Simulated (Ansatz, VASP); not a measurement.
## Ti3Al in VASP and in Ansatz

Contents of INCAR:

```
SYSTEM = Ti3Al
  PREC = Accurate
  ENCUT = 520
  EDIFF = 1E-6
  ISMEAR = 0
  SIGMA = 0.15
  LREAL = .False.
  LASPH = .True.
  NELM = 100
  ALGO = Fast
  ISIF = 2
  LWAVE = .False.
  LCHARG = .False.
  GGA = PE
  NBANDS = 28
```

The input KPOINTS:

```
Automatic mesh
0
Gamma
  15 15 6
  0 0 0
```

File POSCAR:

```
Ti3Al
1.0
    2.8555218141      0.0000000000      0.0000000000
   -1.4277609070      2.4729544320      0.0000000000
    0.0000000000      0.0000000000      9.7176262854
Ti Al
3 1
Direct
    0.6666666667      0.3333333333      0.0000000000
    0.3333333333      0.6666666667      0.7612900095
    0.3333333333      0.6666666667      0.2387099905
    0.6666666667      0.3333333333      0.5000000000
```

Input for Ansatz:

```yaml
crystal:
  lattice:
    - [2.8555218141, 0.0, 0.0]
    - [-1.427760907, 2.472954432, 0.0]
    - [0.0, 0.0, 9.7176262854]
  atoms:
    - { symbol: Ti, position: [0.6666666667, 0.3333333333, 0.0] }
    - { symbol: Ti, position: [0.3333333333, 0.6666666667, 0.7612900095] }
    - { symbol: Ti, position: [0.3333333333, 0.6666666667, 0.2387099905] }
    - { symbol: Al, position: [0.6666666667, 0.3333333333, 0.5] }
basis:
  ecutwfc: 520.0
kpoints:
  mp_grid: { grid: [15, 15, 6] }
hamiltonian:
  xc: pbe
  pseudopotentials: { kind: paw, azcp: { folder: soft_1 } }
scf:
  occupations: { method: gaussian, width: 0.15 }
output:
  forces: true
  stress: true
  eigenvalues: true
```

Alike in both runs: task single point; functional PBE; k mesh 15 × 15 × 6; occupations gaussian, width 0.15 eV; no spin polarisation.

```csv
,VASP,Ansatz
version,VASP 6.6.1,Ansatz 0.2.0
potentials or method,"VASP PAW PBE potentials, release 64 (Ti_sv, Al), cutoff 520 eV","scalar-relativistic, plane waves, PAW"
valence electrons in the cell,39,39
```

```tsv
	VASP	Ansatz	Ansatz less VASP
gap on the k mesh at the Fermi level (eV)	none	none	-
pressure (GPa)	0.6	0.8	+0.19
traceless stress, the component that is largest in VASP (GPa)	-7.89	-7.94	-0.053
rms of the force components (eV/Å)	0.318	0.323	+0.0046
```

Atom by atom the forces differ by 0.005 eV/Å (rms over components). A gap of «none» marks a metal or a gap that the smearing closes.
